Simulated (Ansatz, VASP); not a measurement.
## CsH in VASP and in Ansatz

Contents of POSCAR:

```
CsH
1.0
    0.0000000000      3.1880000000      3.1880000000
    3.1880000000      0.0000000000      3.1880000000
    3.1880000000      3.1880000000      0.0000000000
Cs H
1 1
Direct
    0.0000000000      0.0000000000      0.0000000000
    0.5000000000      0.5000000000      0.5000000000
```

File INCAR.step1:

```
SYSTEM = CsH
PREC = Accurate
ENCUT = 600
ISMEAR = 0
SIGMA = 0.01
LREAL = .FALSE.
LASPH = .TRUE.
NELM = 60
GGA = PE
ALGO = Normal
EDIFF = 1E-4
LWAVE = .TRUE.
LCHARG = .FALSE.
```

The input INCAR.step2:

```
SYSTEM = CsH
PREC = Accurate
ENCUT = 600
EDIFF = 1E-6
ISMEAR = 0
SIGMA = 0.01
LREAL = .FALSE.
LASPH = .TRUE.
NELM = 60
ALGO = Normal
ISIF = 3
LWAVE = .FALSE.
LCHARG = .FALSE.
METAGGA = R2SCAN
LMIXTAU = .TRUE.
IBRION = 2
NSW = 80
EDIFFG = -0.01
ISTART = 1
```

The input KPOINTS:

```
regular mesh
0
G
  6 6 6
  0 0 0
```

Input for Ansatz:

```yaml
crystal:
  lattice:
    - [0.0, 3.188, 3.188]
    - [3.188, 0.0, 3.188]
    - [3.188, 3.188, 0.0]
  atoms:
    - { symbol: Cs, position: [0.0, 0.0, 0.0] }
    - { symbol: H, position: [0.5, 0.5, 0.5] }
basis:
  ecutwfc: 517.016338673772
kpoints:
  mp_grid:
    grid: [6, 6, 6]
hamiltonian:
  xc: r2scan
scf:
  convergence:
    dr2_threshold: 1.0e-07
  occupations:
    method: fixed
relax:
  cell: {}
```

Alike in both runs: task relaxation of cell and atoms; functional r2SCAN; k mesh 6 × 6 × 6; no spin polarisation.

```csv
,VASP,Ansatz
version,VASP 6.6.1,Ansatz 0.2.0
potentials or method,"VASP PAW PBE potentials, release 64 (Cs_sv, H), cutoff 600 eV","plane waves, PAW"
occupations,"gaussian, width 0.01 eV",fixed
valence electrons in the cell,10,10
```

```csv
,VASP,Ansatz,Ansatz less VASP
relaxed volume (Å³/atom),32.46,32.40,-0.063
relaxed length of the cell vector where the two differ most in proportion (Å),4.511,4.509,-0.0029
```

VASP's potentials were made for PBE, not for r2SCAN. Ansatz's warnings: stress scf threshold loose.

Neither program's run includes spin-orbit coupling.
